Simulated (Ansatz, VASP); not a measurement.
## One calculation of TaF3, two programs

```xyz
4
Lattice="3.9012 0.0000 0.0000 0.0000 3.9012 0.0000 0.0000 0.0000 3.9012" Properties=species:S:1:pos:R:3 pbc="T T T"
Ta    0.0000    0.0000    0.0000
F     0.0000    0.0000    1.9506
F     0.0000    1.9506    0.0000
F     1.9506    0.0000    0.0000
```

Alike in both runs: task relaxation of cell and atoms; functional PBE; k mesh 7 × 7 × 7; occupations fermi-dirac, width 0.05 eV; no spin polarisation; Hubbard terms Ta d U = 3.0 eV.

```csv
,VASP,Ansatz
version,VASP 6.6.1,Ansatz 0.2.0
potentials or method,"VASP PAW PBE potentials, release 64 (Ta_pv, F)",Ansatz PAW
plane-wave cutoff (eV),600,420
valence electrons in the cell,32,34
```

VASP gave:

| Quantity | Value |
| --- | --- |
| gap on the k mesh at the Fermi level, each at its own relaxed structure (eV) | none |
| relaxed volume (Å³/atom) | 18.01 |
| relaxed length of the cell vector where the two differ most in proportion (Å) | 4.161 |

Problem. Which values does Ansatz return?

Solution. gap on the k mesh at the Fermi level, each at its own relaxed structure (eV): none; relaxed volume (Å³/atom): 17.78; relaxed length of the cell vector where the two differ most in proportion (Å): 4.143.

The programs project onto different local orbitals, so the same U acts differently, and such runs can settle in different states. A gap of «none» marks a metal or a gap that the smearing closes. VASP's potentials hold 32 valence electrons a cell and Ansatz's 34, so a difference there can come from the potentials and not from the codes.

Neither program's run includes spin-orbit coupling. Noted on VASP's run: the volume moved by over 15 % at a fixed basis, so the end points are rough. Noted on Ansatz's run: the volume moved by over 15 % at a fixed basis, so the end points are rough; the plane-wave basis is chosen anew once the cell has moved, so the energies of steps on either side of that aren't comparable.
